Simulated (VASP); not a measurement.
Write the native input for VASP 6.6.1 that does the following.

```yaml
Task: single point
Functional: LDA
Potentials_or_basis: VASP PAW LDA potentials, release 64 (In_d, Se)
Cutoff: 520 eV
k_mesh: 6 × 6 × 6
Occupations: methfessel-paxton, width 0.05 eV
Spin: no spin polarisation
Dipole_correction: no
Further_INCAR_settings: ALGO = Normal; EDIFF = 1e-06; NBANDS = 27
```

The structure of InSe lies in POSCAR:

```
InSe
1.0
    2.0000000000      1.1547005384      8.4400000000
   -2.0000000000      1.1547005384      8.4400000000
    0.0000000000     -2.3094010768      8.4400000000
In Se
2 2
Direct
    0.9026330000      0.8837560000      0.8815380000
   -0.0187260000     -0.0029600000      0.0168600000
    0.1596760000      0.1707980000      0.1801300000
    0.3866720000      0.3724980000      0.3868960000
```

These files were run (other wordings do the same):

INCAR

```
PREC     = Accurate       # precision mode
ENCUT    = 520            # plane-wave cutoff, eV
EDIFF    = 1E-6           # SCF threshold, eV
ISMEAR   = 1              # smearing method
SIGMA    = 0.05           # smearing width, eV
LREAL    = False          # projectors in reciprocal space
LASPH    = True           # aspherical terms in the spheres
NELM     = 80             # most SCF steps
ALGO     = Normal         # electronic algorithm
ISIF     = 2              # what is computed and relaxed
LWAVE    = False          # write WAVECAR
LCHARG   = False          # write CHGCAR
NBANDS   = 27             # bands
```

KPOINTS

```
Automatic mesh
0
Gamma
  6 6 6
```

Potentials or basis: VASP PAW LDA potentials, release 64 (In_d, Se).

The run is started by

```bash
$ cat potpaw_LDA.64/In_d/POTCAR potpaw_LDA.64/Se/POTCAR > POTCAR
$ mpirun -np 1 vasp_std > vasp.out
```

Results of the run:

The pressure is -1.6 GPa. The largest force is 0.506 eV/Å and the band gap on the k mesh is 0.32 eV.

Caveat: spin-orbit coupling is left out, which moves the levels of the heavy elements.

Wall time 26 min on 1 thread of Intel(R) Xeon(R) Platinum 8259CL CPU @ 2.50GHz (Skylake/Cascade Lake), on a shared host, peak memory 0.69 GiB.
